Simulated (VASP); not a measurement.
## Si3N4: relaxation of the atoms with PBEsol

The system is Si3N4.

```
Si N
1.0
    -3.19494    3.19494    3.19494
     3.19494   -3.19494    3.19494
     3.19494    3.19494   -3.19494
Si N
6 8
Direct
  0.25000 0.12500 0.87500
  0.87500 0.25000 0.12500
  0.75000 0.37500 0.62500
  0.62500 0.75000 0.37500
  0.12500 0.87500 0.25000
  0.37500 0.62500 0.75000
  0.56169 0.56169 0.56169
  0.43831 0.50000 0.00000
  0.50000 0.00000 0.93831
  0.00000 0.43831 0.50000
  0.93831 0.50000 0.00000
  0.06169 0.06169 0.06169
  0.00000 0.93831 0.50000
  0.50000 0.00000 0.43831
```

```
Program                : VASP 6.6.1
Task                   : relaxation of the atoms
Functional             : PBEsol
Potentials or basis    : VASP PAW PBE potentials, release 64 (Si, N)
Cutoff                 : 520 eV
k mesh                 : 6 × 6 × 6
Occupations            : gaussian, width 0.02 eV
Spin                   : no spin polarisation
Dipole correction      : no
Further INCAR settings : ALGO = Normal; EDIFF = 1e-07; IBRION = 2; EDIFFG = -0.01; NSW = 50
```

| Property | Result |
| --- | --- |
| Energy gained by relaxing | 0.4 meV/atom |
| Ionic steps | 3 |
| Pressure after relaxing | 8.6 GPa |
| Band gap on the k mesh | 4.03 eV (least direct gap 4.22 eV) |

The path:
```csv
step,energy change (eV),largest force (eV/Å),pressure (GPa)
1,0.0000,0.0881,9.08
2,-0.0026,0.0662,8.96
3,-0.0060,0.0010,8.60
```

Final structure:
```
Si N
1.0
    -3.19494    3.19494    3.19494
     3.19494   -3.19494    3.19494
     3.19494    3.19494   -3.19494
Si N
6 8
Direct
  0.25000 0.12500 0.87500
  0.87500 0.25000 0.12500
  0.75000 0.37500 0.62500
  0.62500 0.75000 0.37500
  0.12500 0.87500 0.25000
  0.37500 0.62500 0.75000
  0.55862 0.55862 0.55862
  0.44138 0.50000 0.00000
  0.50000 0.00000 0.94138
  0.00000 0.44138 0.50000
  0.94138 0.50000 0.00000
  0.05862 0.05862 0.05862
  0.00000 0.94138 0.50000
  0.50000 0.00000 0.44138
```

Levels at points of the mesh, in eV from the valence-band top:
| k point | band 28 | band 29 | band 30 | band 31 | band 32 | band 33 | band 34 | band 35 | band 36 | band 37 |
| --- | --- | --- | --- | --- | --- | --- | --- | --- | --- | --- |
| (0.00, 0.00, 0.00) | -2.01 | -0.16 | -0.16 | -0.16 | -0.05 | 4.43 | 4.43 | 4.81 | 4.81 | 4.81 |
| (0.50, 0.00, 0.00) | -2.09 | -1.34 | -1.34 | -0.01 | -0.01 | 4.98 | 4.98 | 6.15 | 6.15 | 6.48 |
| (0.50, 0.50, 0.50) | -2.05 | -2.05 | -2.05 | -1.26 | -1.26 | 5.43 | 5.43 | 5.43 | 5.43 | 5.43 |

Wall time 6 min on 1 thread of Intel(R) Xeon(R) Platinum 8375C CPU @ 2.90GHz (Ice Lake), with other jobs on the host, peak memory 0.28 GiB.

Caveat: the PAW data sets were made with another functional, which shifts forces and pressure a little. A k mesh can miss the band edges.
